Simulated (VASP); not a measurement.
# La (I4/mmm) in VASP: further runs

The runs below take La through single point, with PBEsol.

Everything below comes from runs of VASP 6.6.1. Logs are shortened: lines on timing, memory, paths and dates and some standing lists are left out, and cuts for length are marked.

### 1 The cell of the first run

It takes space group I4/mmm (No. 139, tetragonal). Conventional cell: a = 4.418 Å, b = 4.418 Å, c = 4.248 Å, α = 90.00°, β = 90.00°, γ = 90.00°. La (site symmetry 4/mmm) has 14 La at 3.78 to 4.42 Å within 5.0 Å.

### 2 Single point, PBEsol

Contents of INCAR:

```
PREC = Accurate ; ENCUT = 520
EDIFF = 1E-6 ; ISMEAR = -1
SIGMA = 0.05 ; LREAL = F
LASPH = T ; NELM = 100
ALGO = Normal ; ISIF = 2
LWAVE = F ; LCHARG = F
GGA = PS ; NBANDS = 12
```

Contents of KPOINTS:

```
Automatic mesh
0
Gamma
  7 7 7
```

Contents of POSCAR:

```
La
1.0
   -2.2087843138      2.2087843138      2.1238310710
    2.2087843138     -2.2087843138      2.1238310710
    2.2087843138      2.2087843138     -2.1238310710
La
1
Direct
    0.0000000000      0.0000000000      0.0000000000
```

Potentials or basis: VASP PAW PBE potentials, release 64 (La).

Launch:

```sh
$ cat potpaw_PBE.64/La/POTCAR > POTCAR
$ mpirun -np 1 vasp_std > vasp.out
```

OUTCAR:

```text
PREC = Accurate
   ENCUT = 520
   EDIFF = 1E-6
   ISMEAR = -1
   LREAL = F
   LASPH = T
   NELM = 100
   ISIF = 2
   GGA = PS

 ion  position               nearest neighbor table
   1  0.000  0.000  0.000-

  LATTYP: Found a body centered tetragonal cell.
 ALAT       =     4.4175686276
 C/A-ratio  =     0.9615384616

  Lattice vectors:

 A1 = (  -2.2087843138,   2.2087843138,   2.1238310710)
 A2 = (   2.2087843138,  -2.2087843138,   2.1238310710)
 A3 = (   2.2087843138,   2.2087843138,  -2.1238310710)

Analysis of symmetry for initial positions (statically):
=====================================================================
 Subroutine PRICEL returns:
 Original cell was already a primitive cell.

 Routine SETGRP: Setting up the symmetry group for a
 body centered tetragonal supercell.

 Subroutine GETGRP returns: Found 16 space group operations
 (whereof 16 operations were pure point group operations)
 out of a pool of 16 trial point group operations.

The static configuration has the point symmetry D_4h.

Analysis of symmetry for dynamics (positions and initial velocities):
=====================================================================
 Subroutine PRICEL returns:
 Original cell was already a primitive cell.

 Routine SETGRP: Setting up the symmetry group for a
 body centered tetragonal supercell.

 Subroutine GETGRP returns: Found 16 space group operations
 (whereof 16 operations were pure point group operations)
 out of a pool of 16 trial point group operations.

The dynamic configuration has the point symmetry D_4h.

 Subroutine INISYM returns: Found 16 space group operations
 (whereof 16 operations are pure point group operations),
 and found     1 'primitive' translations

----------------------------------------------------------------------------------------

                                     Primitive cell

  volume of cell :      41.4464

  direct lattice vectors                    reciprocal lattice vectors
    -2.208784314  2.208784314  2.123831071     0.000000000  0.226368866  0.235423620
     2.208784314 -2.208784314  2.123831071     0.226368866  0.000000000  0.235423620
     2.208784314  2.208784314 -2.123831071     0.226368866  0.226368866  0.000000000

  length of vectors
     3.777315807  3.777315807  3.777315807     0.326599364  0.326599364  0.320133920

  position of ions in fractional coordinates (direct lattice)
     0.000000000  0.000000000  0.000000000

[... 75 lines left out ...]
   EDIFF  = 0.1E-05   stopping-criterion for ELM
   LREAL  =      F    real-space projection
   EDIFFG = 0.1E-04   stopping-criterion for IOM
   NSW    =      0    number of steps for IOM
   IBRION =     -1    ionic relax: 0-MD 1-quasi-New 2-CG
   NFREE  =      0    steps in history (QN), initial steepest desc. (CG)
   ISIF   =      2    stress and relaxation
   ISYM   =      2    0-nonsym 1-usesym 2-fastsym
   POTIM  = 0.5000    time-step for ionic-motion
   TEBEG  =    0.0;   TEEND  =   0.0 temperature during run
   PSTRESS=    0.0 pullay stress
   NELECT =      11.0000    total number of electrons
   NUPDOWN=      -1.0000    fix difference up-down
   EMIN   =  10.00;   EMAX   =-10.00  energy-range for DOS
   EFERMI =   0.00;   METHOD = LEGACY
   ISMEAR =    -1;   SIGMA  =   0.05  broadening in eV -4-tet -1-fermi 0-gaus
   EFERMI_NEDOS =   21; number of points for ismear=-14 and -15
   IALGO  =     38    algorithm
   IMIX   =      4    mixing-type and parameters
     AMIX     =   0.40;   BMIX     =  1.00
     AMIX_MAG =   1.60;   BMIX_MAG =  1.00
  volume/ion in A,a.u.               =      41.45       279.69
  Fermi-wavevector in a.u.,A,eV,Ry     =   1.052067  1.988119 15.059549  1.106846
  Thomas-Fermi vector in A             =   2.187135
   LORBIT       =      0    0 simple, 1 ext, 2 COOP (PROOUT), +10 PAW based schemes
   GGA     = PS    functional components
   LHFCALC =     F    Hartree Fock is set to
   AEXX    =    0.0000 exact exchange contribution
   IVDW    =     0    specifies the selected vdW correction
   LEPSILON=     F    determine dielectric tensor
   LRPA    =     F    only Hartree local field effects (RPA)
 non-spin polarized calculation
  energy-cutoff  :      520.00
  volume of cell :       41.45
 maximum number of plane-waves:      1130
   NGX = 15   NGY = 15   NGZ = 15

 number of electron      11.0000000 magnetization

 Free energy of the ion-electron system (eV)
  ---------------------------------------------------
  ext. energy  EPLUGINS =         0.00000000
  ---------------------------------------------------
  free energy    TOTEN  =        -5.14255106 eV

  energy without entropy =       -5.11658398  energy(sigma->0) =       -5.12956752

 E-fermi :   6.7640     XC(G=0):  -9.2449

 val. band max:        6.7409849747   @ k =  -0.4286   0.1429  -0.0000
 cond. band min:       6.7844123948   @ k =   0.1429   0.1429   0.1429
 fundamental gap:      0.0434274201
 Fermi energy:         6.7639844717

 k-point     1 :       0.0000    0.0000    0.0000
  band No.  band energies     occupation
      1     -26.3088      2.00000
      2      -9.4153      2.00000
      3      -9.4095      2.00000
      4      -9.4095      2.00000
      5       3.4575      2.00000
      6       7.8963      0.00000
      7       8.0871      0.00000
      8       8.0871      0.00000
      9       8.1439      0.00000
     10       8.2216      0.00000
     11       8.2216      0.00000
     12       8.6766      0.00000
[... 331 lines left out ...]
 k-point    24 :      -0.4286    0.4286    0.1429
  band No.  band energies     occupation
      1     -26.1656      2.00000
      2     -10.3249      2.00000
      3      -9.7653      2.00000
      4      -9.5480      2.00000
      5       5.4965      2.00000
      6       7.2041      0.00030
      7       7.3044      0.00004
      8       7.8907      0.00000
      9       8.3286      0.00000
     10       8.4508      0.00000
     11       8.6130      0.00000
     12       8.6642      0.00000

 [... further k-points ...]
[... 5 lines left out ...]
  --------------------------------------------------------------------------------------
  -------------------------------------------------------------------------------------
  Total       -0.8544728     -0.8544728     -1.3457663      0.0000000      0.0000000      0.0000000
  in kB      -33.0310390    -33.0310390    -52.0227922      0.0000000      0.0000000      0.0000000
  external PRESSURE =     -39.3616234 kB  Pullay stress =       0.0000000 kB

 VOLUME and BASIS-vectors are now :
 -----------------------------------------------------------------------------
  energy-cutoff  :      520.00
  volume of cell :       41.45
      direct lattice vectors                 reciprocal lattice vectors
    -2.208784314  2.208784314  2.123831071     0.000000000  0.226368866  0.235423620
     2.208784314 -2.208784314  2.123831071     0.226368866  0.000000000  0.235423620
     2.208784314  2.208784314 -2.123831071     0.226368866  0.226368866  0.000000000

 POSITION                                       TOTAL-FORCE (eV/Angst)
 -----------------------------------------------------------------------------------
      0.00000      0.00000      0.00000         0.000000      0.000000     -0.000000
 -----------------------------------------------------------------------------------
    total drift:                                0.000000      0.000000     -0.000000

  FREE ENERGIE OF THE ION-ELECTRON SYSTEM (eV)
  ---------------------------------------------------
  free  energy   TOTEN  =        -5.1425510610 eV

  energy  without entropy=       -5.1165839765  energy(sigma->0) =       -5.12956752
```

OSZICAR:

```text
N       E                     dE             d eps       ncg     rms          rms(c)
DAV:   1     0.101906866251E+03    0.10191E+03   -0.37959E+03   976   0.114E+03
DAV:   2     0.229819245678E+01   -0.99609E+02   -0.96061E+02  1232   0.178E+02
DAV:   3    -0.466965899845E+01   -0.69679E+01   -0.67002E+01  1236   0.797E+01
DAV:   4    -0.514887324463E+01   -0.47921E+00   -0.46379E+00  1848   0.143E+01
DAV:   5    -0.516117736655E+01   -0.12304E-01   -0.12293E-01  1528   0.238E+00    0.167E+00
DAV:   6    -0.515041698089E+01    0.10760E-01   -0.13866E-02  1832   0.709E-01    0.966E-01
DAV:   7    -0.514254207266E+01    0.78749E-02   -0.54128E-03  1600   0.518E-01    0.976E-02
DAV:   8    -0.514250360303E+01    0.38470E-04   -0.30155E-04  1748   0.119E-01    0.257E-02
DAV:   9    -0.514254505265E+01   -0.41450E-04   -0.99654E-05  1776   0.868E-02    0.101E-02
DAV:  10    -0.514255008295E+01   -0.50303E-05   -0.15721E-05  1612   0.243E-02    0.703E-03
DAV:  11    -0.514255106098E+01   -0.97802E-06   -0.21093E-06  1432   0.100E-02
   1 F= -.51425511E+01 E0= -.51295675E+01  d E =-.259671E-01
```

stdout:

```text
POSCAR found type information on POSCAR La
 POSCAR found :  1 types and       1 ions
 scaLAPACK will be used
 -----------------------------------------------------------------------------
|                                                                             |
|                                                                             |
|     You enforced a specific xc type in the INCAR file but a different       |
|     I HOPE YOU KNOW WHAT YOU ARE DOING!                                     |
|                                                                             |
 -----------------------------------------------------------------------------

 LDA part: xc-table for (Slater+PW92), standard interpolation
 POSCAR, INCAR and KPOINTS ok, starting setup
 FFT: planning ... GRIDC
 FFT: planning ... GRID_SOFT
 FFT: planning ... GRID
 WAVECAR not read
 entering main loop
```

Run time: 42 s. Hardware: 1 thread of AMD EPYC 7R13, shared host; peak memory 0.15 GiB.

What came out:

* Free energy: -5.1426 eV
* Pressure: -3.9 GPa

Caveat: the PAW data sets were made with another functional, which shifts forces and pressure a little; spin-orbit coupling is left out, which moves the levels of the heavy elements.

### 3 Single point, PBEsol

This run uses another cell than the first one, of 35.32 Å³/atom, 0.852 times its volume.

Contents of INCAR:

```
SYSTEM = La
PREC = Accurate ; ENCUT = 520
EDIFF = 1E-7 ; ISMEAR = -1
SIGMA = 0.05 ; LREAL = .FALSE.
LASPH = .TRUE. ; NELM = 60
ALGO = Fast ; ISIF = 2
LWAVE = .FALSE. ; LCHARG = .FALSE.
GGA = PS ; NBANDS = 12
```

Contents of KPOINTS:

```
Automatic mesh
0
G
  8 8 8
  0 0 0
```

Contents of POSCAR:

```
La
1.0
   -2.0388778282      2.0388778282      2.1238310710
    2.0388778282     -2.0388778282      2.1238310710
    2.0388778282      2.0388778282     -2.1238310710
La
1
Direct
    0.0000000000      0.0000000000      0.0000000000
```

Potentials or basis: VASP PAW PBE potentials, release 64 (La).

Launch:

```sh
$ cat potpaw_PBE.64/La/POTCAR > POTCAR
$ mpirun -np 1 vasp_std > vasp.out
```

OUTCAR:

```text
SYSTEM = La
   PREC = Accurate
   ENCUT = 520
   EDIFF = 1E-7
   ISMEAR = -1
   LREAL = .FALSE.
   LASPH = .TRUE.
   NELM = 60
   ISIF = 2
   GGA = PS

 ion  position               nearest neighbor table
   1  0.000  0.000  0.000-

  LATTYP: Found a body centered tetragonal cell.
 ALAT       =     4.0777556564
 C/A-ratio  =     1.0416666666

  Lattice vectors:

 A1 = (  -2.0388778282,   2.0388778282,   2.1238310710)
 A2 = (   2.0388778282,  -2.0388778282,   2.1238310710)
 A3 = (   2.0388778282,   2.0388778282,  -2.1238310710)

Analysis of symmetry for initial positions (statically):
=====================================================================
 Subroutine PRICEL returns:
 Original cell was already a primitive cell.

 Routine SETGRP: Setting up the symmetry group for a
 body centered tetragonal supercell.

 Subroutine GETGRP returns: Found 16 space group operations
 (whereof 16 operations were pure point group operations)
 out of a pool of 16 trial point group operations.

The static configuration has the point symmetry D_4h.

Analysis of symmetry for dynamics (positions and initial velocities):
=====================================================================
 Subroutine PRICEL returns:
 Original cell was already a primitive cell.

 Routine SETGRP: Setting up the symmetry group for a
 body centered tetragonal supercell.

 Subroutine GETGRP returns: Found 16 space group operations
 (whereof 16 operations were pure point group operations)
 out of a pool of 16 trial point group operations.

The dynamic configuration has the point symmetry D_4h.

 Subroutine INISYM returns: Found 16 space group operations
 (whereof 16 operations are pure point group operations),
 and found     1 'primitive' translations

----------------------------------------------------------------------------------------

                                     Primitive cell

  volume of cell :      35.3153

[... 111 lines left out ...]
   GGA     = PS    functional components
   LHFCALC =     F    Hartree Fock is set to
   AEXX    =    0.0000 exact exchange contribution
   IVDW    =     0    specifies the selected vdW correction
   LEPSILON=     F    determine dielectric tensor
   LRPA    =     F    only Hartree local field effects (RPA)
 non-spin polarized calculation
 RMM-DIIS sequential band-by-band and
  energy-cutoff  :      520.00
  volume of cell :       35.32
 maximum number of plane-waves:       968
   NGX = 13   NGY = 13   NGZ = 13

 number of electron      11.0000000 magnetization

 Free energy of the ion-electron system (eV)
  ---------------------------------------------------
  ext. energy  EPLUGINS =         0.00000000
  ---------------------------------------------------
  free energy    TOTEN  =        -5.23459443 eV

  energy without entropy =       -5.21097530  energy(sigma->0) =       -5.22278487

 E-fermi :   8.1837     XC(G=0):  -9.8921

 val. band max:        8.1766137758   @ k =   0.3750   0.1250   0.0000
 cond. band min:       8.1915605582   @ k =  -0.3750   0.5000   0.1250
 fundamental gap:      0.0149467825
 Fermi energy:         8.1837294942

 k-point     1 :       0.0000    0.0000    0.0000
  band No.  band energies     occupation
      1     -24.5874      2.00000
      2      -7.4013      2.00000
      3      -7.4013      2.00000
      4      -7.3970      2.00000
      5       5.0044      2.00000
      6       9.6135      0.00000
      7       9.6138      0.00000
      8       9.7607      0.00000
      9       9.8439      0.00000
     10       9.8439      0.00000
     11      10.6032      0.00000
     12      10.6681      0.00000
[... 331 lines left out ...]
 k-point    24 :       0.3750    0.1250    0.1250
  band No.  band energies     occupation
      1     -24.3218      2.00000
      2      -8.7946      2.00000
      3      -8.0846      2.00000
      4      -7.6620      2.00000
      5       7.3893      2.00000
      6       8.0644      1.83163
      7       9.8153      0.00000
      8      10.1191      0.00000
      9      10.1886      0.00000
     10      10.4134      0.00000
     11      10.4966      0.00000
     12      10.5508      0.00000

 [... further k-points ...]

------------------------ aborting loop because EDIFF is reached ----------------------------------------

  FORCE on cell =-STRESS in cart. coord.  units (eV):
  Direction    XX          YY          ZZ          XY          YZ          ZX
  --------------------------------------------------------------------------------------
  -------------------------------------------------------------------------------------
  Total       -0.2633779     -0.2633779      0.1751957      0.0000000      0.0000000      0.0000000
  in kB      -11.9488881    -11.9488881      7.9482516      0.0000000      0.0000000      0.0000000
  external PRESSURE =      -5.3165082 kB  Pullay stress =       0.0000000 kB

 VOLUME and BASIS-vectors are now :
 -----------------------------------------------------------------------------
  energy-cutoff  :      520.00
  volume of cell :       35.32
      direct lattice vectors                 reciprocal lattice vectors
    -2.038877828  2.038877828  2.123831071     0.000000000  0.245232938  0.235423620
     2.038877828 -2.038877828  2.123831071     0.245232938  0.000000000  0.235423620
     2.038877828  2.038877828 -2.123831071     0.245232938  0.245232938  0.000000000

 POSITION                                       TOTAL-FORCE (eV/Angst)
 -----------------------------------------------------------------------------------
      0.00000      0.00000      0.00000         0.000000     -0.000000      0.000000
 -----------------------------------------------------------------------------------
    total drift:                                0.000000      0.000000      0.000000

  FREE ENERGIE OF THE ION-ELECTRON SYSTEM (eV)
  ---------------------------------------------------
  free  energy   TOTEN  =        -5.2345944300 eV

  energy  without entropy=       -5.2109753037  energy(sigma->0) =       -5.22278487
```

stdout:

```text
POSCAR found type information on POSCAR La
 POSCAR found :  1 types and       1 ions
 scaLAPACK will be used
 -----------------------------------------------------------------------------
|                                                                             |
|                                                                             |
|     You enforced a specific xc type in the INCAR file but a different       |
[... 30 lines left out ...]
WARNING in EDDRMM: call to ZHEGV failed, returncode =   8  4      1
WARNING in EDDRMM: call to ZHEGV failed, returncode =   8  4      1
WARNING in EDDRMM: call to ZHEGV failed, returncode =   8  4      1
WARNING in EDDRMM: call to ZHEGV failed, returncode =   8  4      1
WARNING in EDDRMM: call to ZHEGV failed, returncode =   8  4      1
WARNING in EDDRMM: call to ZHEGV failed, returncode =   6  3      7
WARNING in EDDRMM: call to ZHEGV failed, returncode =   6  3      8
```

Wall time 4 min (1 thread of AMD EPYC 7R13, shared host); peak memory 0.15 GiB.

Results:

```yaml
Free_energy: -5.2346 eV
Pressure: -0.5 GPa
```

Stress tensor (GPa, compression positive):
```
-1.19  0.00  0.00
 0.00 -1.19  0.00
 0.00  0.00  0.79
```

Caveat: the PAW data sets were made with another functional, which shifts forces and pressure a little; spin-orbit coupling is left out, which moves the levels of the heavy elements.

### 4 Single point, PBEsol

This run uses another cell than the first one, of 36.80 Å³/atom, 0.888 times its volume.

Contents of INCAR:

```
  ALGO = Normal
  EDIFF = 1E-6
  ENCUT = 520
  GGA = PS
  ISIF = 2
  ISMEAR = -1
  LASPH = True
  LCHARG = False
  LREAL = False
  LWAVE = False
  NBANDS = 12
  NELM = 60
  PREC = Accurate
  SIGMA = 0.05
```

Contents of KPOINTS:

```
k-points
0
Gamma
  8 8 8
```

Contents of POSCAR:

```
La
1.0
   -2.0813544496      2.0813544496      2.1238310710
    2.0813544496     -2.0813544496      2.1238310710
    2.0813544496      2.0813544496     -2.1238310710
La
1
Direct
    0.0000000000      0.0000000000      0.0000000000
```

Launch:

```sh
$ cat potpaw_PBE.64/La/POTCAR > POTCAR
$ mpirun -np 1 vasp_std > vasp.out
```

Run time: 58 s. Hardware: 1 thread of AMD EPYC 7R13, shared host; peak memory 0.15 GiB.

It converged, with:

| Item | Value |
| --- | --- |
| Free energy | -5.2204 eV |
| Pressure | -1.6 GPa |

Stress tensor (GPa, compression positive):
```
-1.91  0.00  0.00
 0.00 -1.91  0.00
 0.00  0.00 -1.09
```

Levels at points of the mesh, in eV from the Fermi level:
```csv
k point,band 3,band 4,band 5,band 6,band 7,band 8,band 9,band 10
"(0.00, 0.00, 0.00)",-15.74,-15.73,-3.22,1.44,1.44,1.54,1.58,1.58
"(0.50, 0.00, 0.00)",-16.17,-15.75,-1.82,-0.14,1.56,1.66,1.92,2.20
"(0.50, 0.50, 0.00)",-16.20,-15.77,-1.84,-0.33,1.59,1.68,1.93,2.20
"(0.50, 0.50, 0.50)",-16.68,-16.68,-1.91,-1.87,1.72,1.89,1.89,1.89
```

Caveat: the PAW data sets were made with another functional, which shifts forces and pressure a little; spin-orbit coupling is left out, which moves the levels of the heavy elements.

### 5 Summary

```csv
cell,k mesh,gap on the mesh (eV),pressure (GPa)
"a = 3.777 Å, angles 108.4, 108.4, 111.6°, 1 atom",7 × 7 × 7,none,-3.9
"a = 3.581 Å, angles 110.6, 110.6, 107.3°, 1 atom",8 × 8 × 8,none,-0.5
"a = 3.630 Å, angles 110.0, 110.0, 108.4°, 1 atom",8 × 8 × 8,none,-1.6
```

Alike in all rows: task single point; level PBEsol; potentials or basis VASP PAW PBE potentials, release 64 (La); no spin polarisation; cutoff (eV) 520; smearing fermi-dirac 0.05 eV.

Caveats: the PAW data sets were made with another functional, which shifts forces and pressure a little; spin-orbit coupling is left out, which moves the levels of the heavy elements.

Absolute energies hang on the potentials; compare differences alone.
